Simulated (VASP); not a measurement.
Tc:

```xyz
1
Lattice="0.0000 1.9500 1.9500 1.9500 0.0000 1.9500 1.9500 1.9500 0.0000" Properties=species:S:1:pos:R:3 pbc="T T T"
Tc    0.0000    0.0000    0.0000
```

Base run:

- Program: VASP 6.6.1
- Functional: PBEsol
- Potentials or basis: VASP PAW PBE potentials, release 64 (Tc_pv)
- Cutoff: 520 eV
- k mesh: 9 × 9 × 9
- Occupations: fermi-dirac, width 0.1 eV
- Spin: no spin polarisation

Its results: pressure -15.6 GPa.

Question: The run is repeated on the same cell with these changes: functional from PBEsol to BLYP; further incar settings from ALGO = Normal; EDIFF = 1e-06; NBANDS = 12 to ALGO = Normal; EDIFF = 1e-07; NBANDS = 12. What comes out?

Answer: Pressure 5.7 GPa.

Caveats: the PAW data sets were made with another functional, which shifts forces and pressure a little.
